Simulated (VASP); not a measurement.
# NbIn2Se3 (P4/mmm) in VASP: a series of runs

The runs below take NbIn2Se3 through single point, with PBE.

Everything below comes from runs of VASP 6.6.1. Logs are shortened: lines on timing, memory, paths and dates and some standing lists are left out, and cuts for length are marked.

**1. The cell of the first run**

The structure is tetragonal, space group P4/mmm (No. 123). Conventional cell: a = 4.928 Å, b = 4.928 Å, c = 7.663 Å, α = 90.00°, β = 90.00°, γ = 90.00°. Within 2.7 Å of Nb (site symmetry 4/mmm) lie 2 Se at 2.05 Å and 4 In at 2.46 Å. In (site symmetry mmm) has 2 Nb at 2.46 Å and 4 Se at 3.20 Å within 3.3 Å. Within 2.4 Å of Se (site symmetry 4/mmm) lie 2 Se at 1.79 Å. Se (site symmetry 4mm) has 1 Se at 1.79 Å and 1 Nb at 2.05 Å within 2.4 Å.

The cell was generated, and may not be a known phase.

**2. Single point, PBE**

INCAR reads:

```
SYSTEM = NbIn2Se3
  PREC = Accurate
  ENCUT = 520
  EDIFF = 1E-7
  ISMEAR = 0
  SIGMA = 0.1
  LREAL = .False.
  LASPH = .True.
  NELM = 60
  ALGO = Normal
  ISIF = 2
  LWAVE = .False.
  LCHARG = .True.
  GGA = PE
  LELF = .True.
  LVHAR = .True.
  NBANDS = 38
```

KPOINTS reads:

```
Automatic mesh
0
Gamma
  4 4 2
  0 0 0
```

POSCAR reads:

```
NbIn2Se3
1.0
    4.9278285800      0.0000000000      0.0000000000
    0.0000000000      4.9278285800      0.0000000000
    0.0000000000      0.0000000000      7.6625957100
Nb In Se
1 2 3
Direct
    0.5000000000      0.5000000000      0.5000000000
    0.5000000000      0.0000000000      0.5000000000
    0.0000000000      0.5000000000      0.5000000000
    0.5000000000      0.5000000000      0.0000000000
    0.5000000000      0.5000000000      0.7669786000
    0.5000000000      0.5000000000      0.2330214000
```

Potentials or basis: VASP PAW PBE potentials, release 64 (Nb_sv, In_d, Se).

Command:

```console
cat potpaw_PBE.64/Nb_sv/POTCAR potpaw_PBE.64/In_d/POTCAR potpaw_PBE.64/Se/POTCAR > POTCAR
mpirun -np 1 vasp_std > vasp.out
```

OUTCAR:

```text
SYSTEM = NbIn2Se3
   PREC = Accurate
   ENCUT = 520
   EDIFF = 1E-7
   ISMEAR = 0
   LREAL = .False.
   LASPH = .True.
   NELM = 60
   ISIF = 2
   GGA = PE

 ion  position               nearest neighbor table
   1  0.500  0.500  0.500-   5 2.05   6 2.05   2 2.46   3 2.46   2 2.46   3 2.46
   2  0.500  0.000  0.500-   1 2.46   1 2.46   6 3.20   5 3.20   5 3.20   6 3.20   3 3.48   3 3.48
                             3 3.48   3 3.48
   3  0.000  0.500  0.500-   1 2.46   1 2.46   6 3.20   5 3.20   5 3.20   6 3.20   2 3.48   2 3.48
                             2 3.48   2 3.48
   4  0.500  0.500  0.000-   5 1.79   6 1.79
   5  0.500  0.500  0.767-   4 1.79   1 2.05   3 3.20   2 3.20   2 3.20   3 3.20
   6  0.500  0.500  0.233-   4 1.79   1 2.05   3 3.20   2 3.20   2 3.20   3 3.20

  LATTYP: Found a simple tetragonal cell.
 ALAT       =     4.9278285800
 C/A-ratio  =     1.5549639330

  Lattice vectors:

 A1 = (   4.9278285800,   0.0000000000,   0.0000000000)
 A2 = (   0.0000000000,   4.9278285800,   0.0000000000)
 A3 = (   0.0000000000,   0.0000000000,   7.6625957100)

Analysis of symmetry for initial positions (statically):
=====================================================================
 Subroutine PRICEL returns:
 Original cell was already a primitive cell.

 Routine SETGRP: Setting up the symmetry group for a
 simple tetragonal supercell.

 Subroutine GETGRP returns: Found 16 space group operations
 (whereof 16 operations were pure point group operations)
 out of a pool of 16 trial point group operations.

The static configuration has the point symmetry D_4h.

Analysis of symmetry for dynamics (positions and initial velocities):
=====================================================================
 Subroutine PRICEL returns:
 Original cell was already a primitive cell.

 Routine SETGRP: Setting up the symmetry group for a
 simple tetragonal supercell.

 Subroutine GETGRP returns: Found 16 space group operations
 (whereof 16 operations were pure point group operations)
 out of a pool of 16 trial point group operations.

The dynamic configuration has the point symmetry D_4h.

 Subroutine INISYM returns: Found 16 space group operations
 (whereof 16 operations are pure point group operations),
 and found     1 'primitive' translations

----------------------------------------------------------------------------------------

                                     Primitive cell

  volume of cell :     186.0746

  direct lattice vectors                    reciprocal lattice vectors
     4.927828580  0.000000000  0.000000000     0.202929137  0.000000000  0.000000000
     0.000000000  4.927828580  0.000000000     0.000000000  0.202929137  0.000000000
     0.000000000  0.000000000  7.662595710     0.000000000  0.000000000  0.130504080

  length of vectors
     4.927828580  4.927828580  7.662595710     0.202929137  0.202929137  0.130504080

  position of ions in fractional coordinates (direct lattice)
     0.500000000  0.500000000  0.500000000
     0.500000000  0.000000000  0.500000000
     0.000000000  0.500000000  0.500000000
     0.500000000  0.500000000  0.000000000
     0.500000000  0.500000000  0.766978600
     0.500000000  0.500000000  0.233021400

  ion indices of the primitive-cell ions
   primitive index   ion index
                 1           1
                 2           2
                 3           3
                 4           4
                 5           5
                 6           6

----------------------------------------------------------------------------------------

 KPOINTS: Automatic mesh

Automatic generation of k-mesh.
 Grid dimensions read from file:
 generate k-points for:    4    4    2

 Generating k-lattice:

  Cartesian coordinates                     Fractional coordinates (reciprocal lattice)
     0.050732284  0.000000000  0.000000000     0.250000000  0.000000000  0.000000000
     0.000000000  0.050732284  0.000000000     0.000000000  0.250000000  0.000000000
     0.000000000  0.000000000  0.065252040     0.000000000  0.000000000  0.500000000

  Length of vectors
     0.050732284  0.050732284  0.065252040

  Shift w.r.t. Gamma in fractional coordinates (k-lattice)
     0.000000000  0.000000000  0.000000000

 Subroutine IBZKPT returns following result:
 ===========================================

 Found     12 irreducible k-points:

 Following reciprocal coordinates:
            Coordinates               Weight
  0.000000  0.000000  0.000000      1.000000
  0.250000  0.000000  0.000000      4.000000
  0.500000  0.000000  0.000000      2.000000
  0.250000  0.250000  0.000000      4.000000
  0.500000  0.250000  0.000000      4.000000
  0.500000  0.500000  0.000000      1.000000
  0.000000  0.000000  0.500000      1.000000
  0.250000  0.000000  0.500000      4.000000
  0.500000  0.000000  0.500000      2.000000
  0.250000  0.250000  0.500000      4.000000
  0.500000  0.250000  0.500000      4.000000
  0.500000  0.500000  0.500000      1.000000
   k-points           NKPTS =     12   k-points in BZ     NKDIM =     12   number of bands    NBANDS=     38
   number of dos      NEDOS =    301   number of ions     NIONS =      6
   total plane-waves  NPLWV =  96000
   dimension x,y,z NGX =    40 NGY =   40 NGZ =   60
   dimension x,y,z NGXF=    80 NGYF=   80 NGZF=  120
   ions per type =               1   2   3
   NGX,Y,Z   is equivalent  to a cutoff of  13.49, 13.49, 13.02 a.u.
   NGXF,Y,Z  is equivalent  to a cutoff of  26.99, 26.99, 26.03 a.u.
 SYSTEM =  NbIn2Se3
   PREC   = accura    normal or accurate (medium, high low for compatibility)
   ISTART =      0    job   : 0-new  1-cont  2-samecut
   ICHARG =      2    charge: 1-file 2-atom 10-const
   ISPIN  =      1    spin polarized calculation?
   LNONCOLLINEAR =      F non collinear calculations
   LSORBIT =      F    spin-orbit coupling
   LASPH  =      T    aspherical Exc in radial PAW
   ENCUT  =  520.0 eV  38.22 Ry    6.18 a.u.   9.16  9.16 14.25*2*pi/ulx,y,z
   NELM   =     60;   NELMIN=  2; NELMDL= -5     # of ELM steps
   EDIFF  = 0.1E-06   stopping-criterion for ELM
   LREAL  =      F    real-space projection
   EDIFFG = 0.1E-05   stopping-criterion for IOM
   NSW    =      0    number of steps for IOM
   IBRION =     -1    ionic relax: 0-MD 1-quasi-New 2-CG
   NFREE  =      0    steps in history (QN), initial steepest desc. (CG)
   ISIF   =      2    stress and relaxation
   ISYM   =      2    0-nonsym 1-usesym 2-fastsym
   POTIM  = 0.5000    time-step for ionic-motion
   TEBEG  =    0.0;   TEEND  =   0.0 temperature during run
   PSTRESS=    0.0 pullay stress
   NELECT =      57.0000    total number of electrons
   NUPDOWN=      -1.0000    fix difference up-down
   EMIN   =  10.00;   EMAX   =-10.00  energy-range for DOS
   EFERMI =   0.00;   METHOD = LEGACY
   ISMEAR =     0;   SIGMA  =   0.10  broadening in eV -4-tet -1-fermi 0-gaus
   EFERMI_NEDOS =   21; number of points for ismear=-14 and -15
   IALGO  =     38    algorithm
   IMIX   =      4    mixing-type and parameters
     AMIX     =   0.40;   BMIX     =  1.00
     AMIX_MAG =   1.60;   BMIX_MAG =  1.00
  volume/ion in A,a.u.               =      31.01       209.28
  Fermi-wavevector in a.u.,A,eV,Ry     =   1.103581  2.085465 16.570403  1.217890
  Thomas-Fermi vector in A             =   2.240041
   LORBIT       =      0    0 simple, 1 ext, 2 COOP (PROOUT), +10 PAW based schemes
   GGA     = PE    functional components
   LHFCALC =     F    Hartree Fock is set to
   AEXX    =    0.0000 exact exchange contribution
   IVDW    =     0    specifies the selected vdW correction
   LEPSILON=     F    determine dielectric tensor
   LRPA    =     F    only Hartree local field effects (RPA)
 non-spin polarized calculation
 Gauss-broadening in eV      SIGMA  =   0.10
  energy-cutoff  :      520.00
  volume of cell :      186.07
 maximum number of plane-waves:      5040
 NGX is ok and might be reduce to    40
   NGX = 19   NGY = 19   NGZ = 29

 number of electron      56.9999998 magnetization

 Free energy of the ion-electron system (eV)
  ---------------------------------------------------
  ext. energy  EPLUGINS =         0.00000000
  ---------------------------------------------------
  free energy    TOTEN  =        -7.53811315 eV

  energy without entropy =       -7.50189127  energy(sigma->0) =       -7.52000221

 E-fermi :   4.8337     XC(G=0):  -7.9638

 val. band max:        4.8214649004   @ k =   0.5000   0.2500   0.5000
 cond. band min:       4.8388692959   @ k =   0.5000   0.0000   0.0000
 fundamental gap:      0.0174043955
 Fermi energy:         4.8336992620

 k-point     1 :       0.0000    0.0000    0.0000
  band No.  band energies     occupation
      1     -49.7290      2.00000
      2     -27.3356      2.00000
      3     -25.8643      2.00000
      4     -25.8643      2.00000
      5     -15.9199      2.00000
      6     -12.6902      2.00000
[... 30 lines left out ...]
     37       9.2340      0.00000
     38      10.1790      0.00000

 k-point     2 :       0.2500    0.0000    0.0000
  band No.  band energies     occupation
      1     -49.7276      2.00000
      2     -27.3366      2.00000
      3     -25.9010      2.00000
      4     -25.8656      2.00000
      5     -15.9143      2.00000
      6     -12.6872      2.00000
[... 30 lines left out ...]
     37       8.5480      0.00000
     38       9.8055      0.00000

 k-point     3 :       0.5000    0.0000    0.0000
  band No.  band energies     occupation
      1     -49.7262      2.00000
      2     -27.3377      2.00000
      3     -25.9374      2.00000
      4     -25.8668      2.00000
      5     -15.9087      2.00000
      6     -12.6841      2.00000
[... 30 lines left out ...]
     37       8.7149      0.00000
[... 289 lines left out ...]
 k-point    11 :       0.5000    0.2500    0.5000
  band No.  band energies     occupation
      1     -49.7249      2.00000
      2     -27.3390      2.00000
      3     -25.9386      2.00000
      4     -25.9035      2.00000
      5     -15.7865      2.00000
      6     -13.1179      2.00000
[... 30 lines left out ...]
     37       9.3614      0.00000
     38       9.9005      0.00000

 k-point    12 :       0.5000    0.5000    0.5000
  band No.  band energies     occupation
      1     -49.7235      2.00000
      2     -27.3401      2.00000
      3     -25.9398      2.00000
      4     -25.9398      2.00000
      5     -15.7818      2.00000
      6     -13.1088      2.00000
[... 30 lines left out ...]
     37       9.6996      0.00000
     38      10.6505      0.00000

------------------------ aborting loop because EDIFF is reached ----------------------------------------

  FORCE on cell =-STRESS in cart. coord.  units (eV):
  Direction    XX          YY          ZZ          XY          YZ          ZX
  --------------------------------------------------------------------------------------
  -------------------------------------------------------------------------------------
  Total       19.8580724     19.8580724    140.7578791      0.0000000      0.0000000      0.0000000
  in kB      170.9860092    170.9860092   1211.9820858      0.0000000      0.0000000      0.0000000
  external PRESSURE =     517.9847014 kB  Pullay stress =       0.0000000 kB

 VOLUME and BASIS-vectors are now :
 -----------------------------------------------------------------------------
  energy-cutoff  :      520.00
  volume of cell :      186.07
      direct lattice vectors                 reciprocal lattice vectors
     4.927828580  0.000000000  0.000000000     0.202929137  0.000000000  0.000000000
     0.000000000  4.927828580  0.000000000     0.000000000  0.202929137  0.000000000
     0.000000000  0.000000000  7.662595710     0.000000000  0.000000000  0.130504080

 POSITION                                       TOTAL-FORCE (eV/Angst)
 -----------------------------------------------------------------------------------
      2.46391      2.46391      3.83130         0.000000     -0.000000      0.000000
      2.46391      0.00000      3.83130         0.000000     -0.000000      0.000000
      0.00000      2.46391      3.83130         0.000000     -0.000000      0.000000
      2.46391      2.46391      0.00000         0.000000     -0.000000      0.000000
      2.46391      2.46391      5.87705         0.000000     -0.000000    -14.936718
      2.46391      2.46391      1.78555        -0.000000      0.000000     14.936718
 -----------------------------------------------------------------------------------
    total drift:                               -0.000000      0.000000     -0.000000

  FREE ENERGIE OF THE ION-ELECTRON SYSTEM (eV)
  ---------------------------------------------------
  free  energy   TOTEN  =        -7.5381131458 eV

  energy  without entropy=       -7.5018912706  energy(sigma->0) =       -7.52000221
```

Wall time 61 s (1 thread of Intel Xeon 6975P-C (Granite Rapids), shared host); peak memory 0.34 GiB.

Results:

```yaml
Free_energy: -7.5381 eV
Pressure: 51.8 GPa
Largest_force: 14.937 eV/Å
Band_gap_on_the_k_mesh: zero (an odd number of electrons rules out a gap without spin polarisation)
```

Forces in eV/Å, atoms in the order of the input:
```
Nb    0.000   0.000   0.000
In    0.000   0.000   0.000
In    0.000   0.000   0.000
Se    0.000   0.000   0.000
Se    0.000   0.000 -14.937
Se    0.000   0.000  14.937
```

Caveat: the k points lie up to 0.41 Å⁻¹ apart, too coarse for converged energies and pressures of a metal; spin-orbit coupling is left out, which moves the levels of the heavy elements; an odd number of electrons without spin polarisation forces a metal; a magnetic or distorted state may lie lower.

**3. Single point, PBE**

This run uses another cell than the first one, of 50.76 Å³/atom.

INCAR reads:

```
SYSTEM = NbIn2Se3
  ALGO = Normal
  EDIFF = 1E-6
  ENCUT = 520
  GGA = PE
  ISIF = 2
  ISMEAR = 0
  LASPH = .TRUE.
  LCHARG = .FALSE.
  LREAL = .FALSE.
  LWAVE = .FALSE.
  NBANDS = 38
  NELM = 100
  PREC = Accurate
  SIGMA = 0.1
```

KPOINTS reads:

```
k-points
0
G
  4 4 2
  0 0 0
```

POSCAR reads:

```
NbIn2Se3
1.0
    5.5921711436      0.0000000000      0.0000000000
    0.0000000000      5.5921711436      0.0000000000
    0.0000000000      0.0000000000      9.7390730673
Nb In Se
1 2 3
Direct
    0.5000000000      0.5000000000      0.5000000000
    0.5000000000      0.0000000000      0.5000000000
    0.0000000000      0.5000000000      0.5000000000
    0.5000000000      0.5000000000      0.0000000000
    0.5000000000      0.5000000000      0.7465433873
    0.5000000000      0.5000000000      0.2534566127
```

Potentials or basis: VASP PAW PBE potentials, release 64 (Nb_sv, In_d, Se).

Command:

```console
cat potpaw_PBE.64/Nb_sv/POTCAR potpaw_PBE.64/In_d/POTCAR potpaw_PBE.64/Se/POTCAR > POTCAR
mpirun -np 1 vasp_std > vasp.out
```

Run time: 87 s. Hardware: 1 thread of Intel Xeon 6975P-C (Granite Rapids), shared host; peak memory 0.42 GiB.

Results (log left out):

| Property | Result |
| --- | --- |
| Free energy | -24.4789 eV |
| Pressure | 0.0 GPa |
| Largest force | 0.020 eV/Å |
| Band gap on the k mesh | zero (an odd number of electrons rules out a gap without spin polarisation) |

Forces on the atoms (eV/Å):
```
Nb   0.000  0.000  0.000
In   0.000  0.000  0.000
In   0.000  0.000  0.000
Se   0.000  0.000  0.000
Se   0.000  0.000  0.020
Se   0.000  0.000 -0.020
```

Stress tensor (GPa, compression positive):
```
-0.06  0.00  0.00
 0.00 -0.06  0.00
 0.00  0.00  0.16
```

Levels at points of the mesh, in eV from the Fermi level:
| k point | band 27 | band 28 | band 29 | band 30 | band 31 | band 32 |
| --- | --- | --- | --- | --- | --- | --- |
| (0.00, 0.00, 0.00) | -0.66 | 0.43 | 1.04 | 1.23 | 1.23 | 1.46 |
| (0.50, 0.00, 0.00) | -0.50 | -0.42 | -0.03 | 1.17 | 1.46 | 1.80 |
| (0.50, 0.50, 0.00) | -1.59 | -1.03 | 0.00 | 0.00 | 1.18 | 1.18 |
| (0.00, 0.00, 0.50) | -0.86 | 0.43 | 0.88 | 0.88 | 1.20 | 1.37 |
| (0.50, 0.00, 0.50) | -1.17 | -0.85 | -0.42 | 1.26 | 1.83 | 1.85 |
| (0.50, 0.50, 0.50) | -1.16 | -1.15 | -1.15 | -1.03 | 1.34 | 1.86 |

Caveat: spin-orbit coupling is left out, which moves the levels of the heavy elements; an odd number of electrons without spin polarisation forces a metal; a magnetic or distorted state may lie lower.

The gap in the log of VASP goes by the Fermi energy; the results here count the filled bands.